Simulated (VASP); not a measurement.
# SiC (F-43m) in VASP: settings compared

The runs below take SiC through single point, relaxation of cell and atoms, with PBE, LDA, r2SCAN.

All numbers are computed with VASP 6.6.1; they aren't measurements. Logs are shortened: lines on timing, memory, paths and dates and some standing lists are left out, and cuts for length are marked.

**The experiment to reproduce.**

From “Insight into the structural, elastic and electronic properties of a new orthorhombic 6O-SiC polytype”, 2020, pmc:7200658, for a bulk crystal of SiC: band gap 2.4 eV (indirect).

How close the calculation comes is told below.

## Step 1: The cell of the first run

It takes space group F-43m (No. 216, cubic). Conventional cell: a = 4.380 Å, b = 4.380 Å, c = 4.380 Å, α = 90.00°, β = 90.00°, γ = 90.00°. Si (site symmetry -43m) has 4 C at 1.90 Å within 2.5 Å. C (site symmetry -43m) has 4 Si at 1.90 Å within 2.5 Å.

## Step 2: Single point, PBE

INCAR

```
SYSTEM = SiC
ALGO = Normal
EDIFF = 1E-6
ENCUT = 520
GGA = PE
ISIF = 2
ISMEAR = 0
LASPH = .TRUE.
LCHARG = .FALSE.
LREAL = .FALSE.
LWAVE = .FALSE.
NBANDS = 11
NELM = 60
PREC = Accurate
SIGMA = 0.02
```

KPOINTS

```
k-points
0
G
  10 10 10
  0 0 0
```

POSCAR

```
SiC
1.0
    0.0000000000      2.1898675886      2.1898675886
    2.1898675886      0.0000000000      2.1898675886
    2.1898675886      2.1898675886      0.0000000000
Si C
1 1
Direct
    0.0000000000      0.0000000000      0.0000000000
    0.2500000000      0.2500000000      0.2500000000
```

Potentials or basis: VASP PAW PBE potentials, release 64 (Si, C).

Command:

```console
$ cat potpaw_PBE.64/Si/POTCAR potpaw_PBE.64/C/POTCAR > POTCAR
$ mpirun -np 1 vasp_std > vasp.out
```

OUTCAR:

```text
SYSTEM = SiC
   EDIFF = 1E-6
   ENCUT = 520
   GGA = PE
   ISIF = 2
   ISMEAR = 0
   LASPH = .TRUE.
   LREAL = .FALSE.
   NELM = 60
   PREC = Accurate

 ion  position               nearest neighbor table
   1  0.000  0.000  0.000-   2 1.90   2 1.90   2 1.90   2 1.90
   2  0.250  0.250  0.250-   1 1.90   1 1.90   1 1.90   1 1.90

  LATTYP: Found a face centered cubic cell.
 ALAT       =     4.3797351772

  Lattice vectors:

 A1 = (   0.0000000000,   2.1898675886,   2.1898675886)
 A2 = (   2.1898675886,   0.0000000000,   2.1898675886)
 A3 = (   2.1898675886,   2.1898675886,   0.0000000000)

Analysis of symmetry for initial positions (statically):
=====================================================================
 Subroutine PRICEL returns:
 Original cell was already a primitive cell.

 Routine SETGRP: Setting up the symmetry group for a
 face centered cubic supercell.

 Subroutine GETGRP returns: Found 24 space group operations
 (whereof 24 operations were pure point group operations)
 out of a pool of 48 trial point group operations.

The static configuration has the point symmetry T_d .

Analysis of symmetry for dynamics (positions and initial velocities):
=====================================================================
 Subroutine PRICEL returns:
 Original cell was already a primitive cell.

 Routine SETGRP: Setting up the symmetry group for a
 face centered cubic supercell.

 Subroutine GETGRP returns: Found 24 space group operations
 (whereof 24 operations were pure point group operations)
 out of a pool of 48 trial point group operations.

The dynamic configuration has the point symmetry T_d .

 Subroutine INISYM returns: Found 24 space group operations
 (whereof 24 operations are pure point group operations),
 and found     1 'primitive' translations

----------------------------------------------------------------------------------------

                                     Primitive cell

  volume of cell :      21.0031

  direct lattice vectors                    reciprocal lattice vectors
     0.000000000  2.189867589  2.189867589    -0.228324307  0.228324307  0.228324307
     2.189867589  0.000000000  2.189867589     0.228324307 -0.228324307  0.228324307
     2.189867589  2.189867589  0.000000000     0.228324307  0.228324307 -0.228324307

  length of vectors
     3.096940444  3.096940444  3.096940444     0.395469301  0.395469301  0.395469301

  position of ions in fractional coordinates (direct lattice)
     0.000000000  0.000000000  0.000000000
     0.250000000  0.250000000  0.250000000

  ion indices of the primitive-cell ions
   primitive index   ion index
                 1           1
                 2           2

----------------------------------------------------------------------------------------

 KPOINTS: k-points

Automatic generation of k-mesh.
 Grid dimensions read from file:
 generate k-points for:   10   10   10

 Generating k-lattice:

  Cartesian coordinates                     Fractional coordinates (reciprocal lattice)
    -0.022832431  0.022832431  0.022832431     0.100000000  0.000000000  0.000000000
     0.022832431 -0.022832431  0.022832431     0.000000000  0.100000000  0.000000000
     0.022832431  0.022832431 -0.022832431     0.000000000  0.000000000  0.100000000

  Length of vectors
     0.039546930  0.039546930  0.039546930

  Shift w.r.t. Gamma in fractional coordinates (k-lattice)
     0.000000000  0.000000000  0.000000000

 Subroutine IBZKPT returns following result:
 ===========================================

 Found     47 irreducible k-points:

 Following reciprocal coordinates:
            Coordinates               Weight
  0.000000  0.000000  0.000000      1.000000
  0.100000  0.000000  0.000000      8.000000
  0.200000  0.000000  0.000000      8.000000
  0.300000  0.000000  0.000000      8.000000
  0.400000  0.000000  0.000000      8.000000
  0.500000  0.000000  0.000000      4.000000
[... 16 lines left out ...]
  0.300000  0.300000  0.000000      6.000000
  0.400000  0.300000  0.000000     24.000000
 [... further k-points ...]
   k-points           NKPTS =     47   k-points in BZ     NKDIM =     47   number of bands    NBANDS=     11
   number of dos      NEDOS =    301   number of ions     NIONS =      2
   total plane-waves  NPLWV =  13824
   dimension x,y,z NGX =    24 NGY =   24 NGZ =   24
   dimension x,y,z NGXF=    48 NGYF=   48 NGZF=   48
   ions per type =               1   1
   NGX,Y,Z   is equivalent  to a cutoff of  12.88, 12.88, 12.88 a.u.
   NGXF,Y,Z  is equivalent  to a cutoff of  25.77, 25.77, 25.77 a.u.
 SYSTEM =  SiC
   PREC   = accura    normal or accurate (medium, high low for compatibility)
   ISTART =      0    job   : 0-new  1-cont  2-samecut
   ICHARG =      2    charge: 1-file 2-atom 10-const
   ISPIN  =      1    spin polarized calculation?
   LNONCOLLINEAR =      F non collinear calculations
   LSORBIT =      F    spin-orbit coupling
   LASPH  =      T    aspherical Exc in radial PAW
   ENCUT  =  520.0 eV  38.22 Ry    6.18 a.u.   5.76  5.76  5.76*2*pi/ulx,y,z
   NELM   =     60;   NELMIN=  2; NELMDL= -5     # of ELM steps
   EDIFF  = 0.1E-05   stopping-criterion for ELM
   LREAL  =      F    real-space projection
   EDIFFG = 0.1E-04   stopping-criterion for IOM
   NSW    =      0    number of steps for IOM
   IBRION =     -1    ionic relax: 0-MD 1-quasi-New 2-CG
   NFREE  =      0    steps in history (QN), initial steepest desc. (CG)
   ISIF   =      2    stress and relaxation
   ISYM   =      2    0-nonsym 1-usesym 2-fastsym
   POTIM  = 0.5000    time-step for ionic-motion
   TEBEG  =    0.0;   TEEND  =   0.0 temperature during run
   PSTRESS=    0.0 pullay stress
   NELECT =       8.0000    total number of electrons
   NUPDOWN=      -1.0000    fix difference up-down
   EMIN   =  10.00;   EMAX   =-10.00  energy-range for DOS
   EFERMI =   0.00;   METHOD = LEGACY
   ISMEAR =     0;   SIGMA  =   0.02  broadening in eV -4-tet -1-fermi 0-gaus
   EFERMI_NEDOS =   21; number of points for ismear=-14 and -15
   IALGO  =     38    algorithm
   IMIX   =      4    mixing-type and parameters
     AMIX     =   0.40;   BMIX     =  1.00
     AMIX_MAG =   1.60;   BMIX_MAG =  1.00
  volume/ion in A,a.u.               =      10.50        70.87
  Fermi-wavevector in a.u.,A,eV,Ry     =   1.186707  2.242552 19.160736  1.408274
  Thomas-Fermi vector in A             =   2.322874
   LORBIT       =      0    0 simple, 1 ext, 2 COOP (PROOUT), +10 PAW based schemes
   GGA     = PE    functional components
   LHFCALC =     F    Hartree Fock is set to
   AEXX    =    0.0000 exact exchange contribution
   IVDW    =     0    specifies the selected vdW correction
   LEPSILON=     F    determine dielectric tensor
   LRPA    =     F    only Hartree local field effects (RPA)
 non-spin polarized calculation
 Gauss-broadening in eV      SIGMA  =   0.02
  energy-cutoff  :      520.00
  volume of cell :       21.00
 maximum number of plane-waves:       588
   NGX = 11   NGY = 11   NGZ = 11

 number of electron       8.0000001 magnetization

 Free energy of the ion-electron system (eV)
  ---------------------------------------------------
  ext. energy  EPLUGINS =         0.00000000
  ---------------------------------------------------
  free energy    TOTEN  =       -15.06083288 eV

  energy without entropy =      -15.06083288  energy(sigma->0) =      -15.06083288

 E-fermi :   8.0351     XC(G=0): -11.2912

 val. band max:        7.9403891908   @ k =   0.0000   0.0000   0.0000
 cond. band min:       9.3108853558   @ k =   0.5000   0.5000   0.0000
 fundamental gap:      1.3704961650
 Fermi energy:         8.0351054576

 k-point     1 :       0.0000    0.0000    0.0000
  band No.  band energies     occupation
      1      -7.3462      2.00000
      2       7.9404      2.00000
      3       7.9404      2.00000
      4       7.9404      2.00000
      5      13.9995      0.00000
      6      15.1447      0.00000
      7      15.1447      0.00000
      8      15.1447      0.00000
      9      22.3600      0.00000
     10      22.3600      0.00000
     11      24.1902      0.00000

 k-point     2 :       0.1000    0.0000    0.0000
  band No.  band energies     occupation
      1      -7.1533      2.00000
      2       6.9337      2.00000
      3       7.8071      2.00000
      4       7.8071      2.00000
      5      14.2821      0.00000
      6      15.3859      0.00000
      7      15.3859      0.00000
      8      15.3999      0.00000
      9      21.4261      0.00000
     10      21.4261      0.00000
     11      24.0911      0.00000

 k-point     3 :       0.2000    0.0000    0.0000
  band No.  band energies     occupation
      1      -6.5829      2.00000
      2       4.8285      2.00000
      3       7.5013      2.00000
      4       7.5013      2.00000
      5      14.0120      0.00000
      6      15.7483      0.00000
      7      15.7483      0.00000
      8      16.5851      0.00000
      9      20.7661      0.00000
     10      20.7661      0.00000
     11      23.2149      0.00000

 k-point     4 :       0.3000    0.0000    0.0000
  band No.  band energies     occupation
      1      -5.6711      2.00000
      2       2.5384      2.00000
      3       7.1864      2.00000
      4       7.1864      2.00000
      5      13.6037      0.00000
      6      15.6304      0.00000
      7      15.6304      0.00000
      8      17.5769      0.00000
      9      21.5623      0.00000
     10      21.5623      0.00000
     11      22.9279      0.00000
[... 239 lines left out ...]
 k-point    22 :      -0.2000    0.2000    0.0000
  band No.  band energies     occupation
      1      -5.3649      2.00000
      2       3.1632      2.00000
      3       4.7524      2.00000
      4       7.2932      2.00000
      5      14.4258      0.00000
      6      15.8205      0.00000
      7      16.2213      0.00000
      8      16.9767      0.00000
      9      19.4073      0.00000
     10      23.2148      0.00000
     11      26.9255      0.00000

 k-point    23 :       0.3000    0.3000    0.0000
  band No.  band energies     occupation
      1      -5.1016      2.00000
      2       3.5864      2.00000
      3       5.5994      2.00000
      4       5.5994      2.00000
      5      11.0844      0.00000
      6      13.4959      0.00000
      7      19.3286      0.00000
      8      19.3286      0.00000
      9      20.1804      0.00000
     10      24.9164      0.00000
     11      29.4488      0.00000

 k-point    24 :       0.4000    0.3000    0.0000
  band No.  band energies     occupation
      1      -4.2446      2.00000
      2       2.3769      2.00000
      3       4.8191      2.00000
      4       5.3392      2.00000
      5      10.7987      0.00000
      6      13.5028      0.00000
      7      19.4029      0.00000
      8      19.7314      0.00000
      9      21.5347      0.00000
     10      25.8802      0.00000
     11      28.9678      0.00000

 [... further k-points ...]
[... 5 lines left out ...]
  --------------------------------------------------------------------------------------
  -------------------------------------------------------------------------------------
  Total       -0.0063638     -0.0063638     -0.0063638     -0.0000000     -0.0000000      0.0000000
  in kB       -0.4854493     -0.4854493     -0.4854493     -0.0000000     -0.0000000      0.0000000
  external PRESSURE =      -0.4854493 kB  Pullay stress =       0.0000000 kB

 VOLUME and BASIS-vectors are now :
 -----------------------------------------------------------------------------
  energy-cutoff  :      520.00
  volume of cell :       21.00
      direct lattice vectors                 reciprocal lattice vectors
     0.000000000  2.189867589  2.189867589    -0.228324307  0.228324307  0.228324307
     2.189867589  0.000000000  2.189867589     0.228324307 -0.228324307  0.228324307
     2.189867589  2.189867589  0.000000000     0.228324307  0.228324307 -0.228324307

 POSITION                                       TOTAL-FORCE (eV/Angst)
 -----------------------------------------------------------------------------------
      0.00000      0.00000      0.00000         0.000000      0.000000     -0.000000
      1.09493      1.09493      1.09493         0.000000     -0.000000      0.000000
 -----------------------------------------------------------------------------------
    total drift:                                0.000000      0.000000      0.000000

  FREE ENERGIE OF THE ION-ELECTRON SYSTEM (eV)
  ---------------------------------------------------
  free  energy   TOTEN  =       -15.0608328843 eV

  energy  without entropy=      -15.0608328843  energy(sigma->0) =      -15.06083288
```

It took 3.1 s on 1 thread of Intel Xeon 6975P-C (Granite Rapids), shared host; peak memory 0.13 GiB.

Results:

* Free energy: -15.0608 eV
* Pressure: 0.0 GPa
* Band gap on the k mesh: 1.37 eV, indirect (least direct gap 4.53 eV)

Levels at points of the mesh, in eV from the valence-band top:
```tsv
k point	band 2	band 3	band 4	band 5	band 6	band 7
(0.00, 0.00, 0.00)	0.00	0.00	0.00	6.06	7.20	7.20
(0.50, 0.00, 0.00)	-8.45	-1.05	-1.05	5.30	7.17	7.17
(0.50, 0.50, 0.00)	-7.75	-3.16	-3.16	1.37	4.27	13.86
```

## Step 3: Relaxation of cell and atoms, PBE

This run uses another cell than the first one, of 10.35 Å³/atom, 0.985 times its volume.

INCAR

```
ALGO = Normal
EDIFF = 1E-6
EDIFFG = -0.005
ENCUT = 600
GGA = PE
IBRION = 2
ISIF = 3
ISMEAR = 0
LASPH = T
LCHARG = F
LREAL = F
LWAVE = F
NELM = 80
NSW = 100
PREC = Accurate
SIGMA = 0.02
```

KPOINTS

```
k-points
0
Gamma
  10 10 10
```

POSCAR

```
SiC
1.0
    0.0000000000      2.1790000000      2.1790000000
    2.1790000000      0.0000000000      2.1790000000
    2.1790000000      2.1790000000      0.0000000000
Si C
1 1
Direct
    0.0000000000      0.0000000000      0.0000000000
    0.2500000000      0.2500000000      0.2500000000
```

Potentials or basis: VASP PAW PBE potentials, release 64 (Si, C).

Command:

```console
$ cat potpaw_PBE.64/Si/POTCAR potpaw_PBE.64/C/POTCAR > POTCAR
$ mpirun -np 1 vasp_std > vasp.out
```

OUTCAR:

```text
EDIFF = 1E-6
   EDIFFG = -0.005
   ENCUT = 600
   GGA = PE
   IBRION = 2
   ISIF = 3
   ISMEAR = 0
   LASPH = T
   LREAL = F
   NELM = 80
   NSW = 100
   PREC = Accurate

 ion  position               nearest neighbor table
   1  0.000  0.000  0.000-   2 1.89   2 1.89   2 1.89   2 1.89
   2  0.250  0.250  0.250-   1 1.89   1 1.89   1 1.89   1 1.89

  LATTYP: Found a face centered cubic cell.
 ALAT       =     4.3580000000

  Lattice vectors:

 A1 = (   0.0000000000,   2.1790000000,   2.1790000000)
 A2 = (   2.1790000000,   0.0000000000,   2.1790000000)
 A3 = (   2.1790000000,   2.1790000000,   0.0000000000)

Analysis of symmetry for initial positions (statically):
=====================================================================
 Subroutine PRICEL returns:
 Original cell was already a primitive cell.
[... 251 lines left out ...]

  energy without entropy =      -15.06188963  energy(sigma->0) =      -15.06188963

 E-fermi :   8.1066     XC(G=0): -11.2947

 val. band max:        7.9490656384   @ k =   0.0000   0.0000   0.0000
 cond. band min:       9.3195810984   @ k =   0.5000   0.5000   0.0000
 fundamental gap:      1.3705154600
 Fermi energy:         8.1065592020

 k-point     1 :       0.0000    0.0000    0.0000
  band No.  band energies     occupation
      1      -7.3440      2.00000
      2       7.9491      2.00000
      3       7.9491      2.00000
      4       7.9491      2.00000
      5      14.0180      0.00000
      6      15.1601      0.00000
      7      15.1601      0.00000
      8      15.1601      0.00000
[... 243 lines left out ...]
 k-point    24 :       0.4000    0.3000    0.0000
  band No.  band energies     occupation
      1      -4.2402      2.00000
      2       2.3849      2.00000
      3       4.8262      2.00000
      4       5.3467      2.00000
      5      10.8088      0.00000
      6      13.5160      0.00000
      7      19.4206      0.00000
      8      19.7483      0.00000

 [... further k-points ...]
[... 5 lines left out ...]
  --------------------------------------------------------------------------------------
  -------------------------------------------------------------------------------------
  Total        0.0009349      0.0009349      0.0009349      0.0000000     -0.0000000      0.0000000
  in kB        0.0713794      0.0713794      0.0713794      0.0000000     -0.0000000      0.0000000
  external PRESSURE =       0.0713794 kB  Pullay stress =       0.0000000 kB
[... 17 lines left out ...]
  FREE ENERGIE OF THE ION-ELECTRON SYSTEM (eV)
  ---------------------------------------------------
  free  energy   TOTEN  =       -15.0618896315 eV

  energy  without entropy=      -15.0618896315  energy(sigma->0) =      -15.06188963

 reached required accuracy - stopping structural energy minimisation
```

CONTCAR:

```text
SiC
   1.00000000000000
     0.0000000000000000    2.1892433619376441    2.1892433619376441
     2.1892433619376441    0.0000000000000000    2.1892433619376441
     2.1892433619376441    2.1892433619376441    0.0000000000000000
  Si              C
     1     1
Direct
     0.0000000000000000    0.0000000000000000    0.0000000000000000
     0.2500000000000000    0.2500000000000000    0.2500000000000000

  0.00000000E+00  0.00000000E+00  0.00000000E+00
  0.00000000E+00  0.00000000E+00  0.00000000E+00
```

Wall time 9.9 s (1 thread of Intel Xeon 6975P-C (Granite Rapids), shared host); peak memory 0.15 GiB.

What came out:

| Item | Value |
| --- | --- |
| Free energy | -15.0619 eV |
| Relaxed volume | 10.49 Å³/atom |
| Relaxed cell | a = 3.096 Å, b = 3.096 Å, c = 3.096 Å, α = 60.00°, β = 60.00°, γ = 60.00° |
| Space group after relaxing (to 0.05 Å) | F-43m (No. 216) |
| Energy gained by relaxing | 1.4 meV/atom |
| Ionic steps | 3 |
| Pressure after relaxing | 0.0 GPa |
| Band gap on the k mesh | 1.37 eV, indirect (least direct gap 4.53 eV) |

Step by step:
```
step  energy change (eV)  largest force (eV/Å)  pressure (GPa)  volume (Å³)
   1              0.0000                0.0000            3.08        20.69
   2              0.0002                0.0000           -3.00        21.29
   3             -0.0028                0.0000            0.01        20.99
```

Final structure:
```
Si C
1.0
     0.00000    2.18924    2.18924
     2.18924    0.00000    2.18924
     2.18924    2.18924    0.00000
Si C
1 1
Direct
  0.00000 0.00000 0.00000
  0.25000 0.25000 0.25000
```

A k mesh can miss the band edges. A hybrid or GW would open this gap; PBE tends to underestimate it.

(Continued in part 2 of 2.)
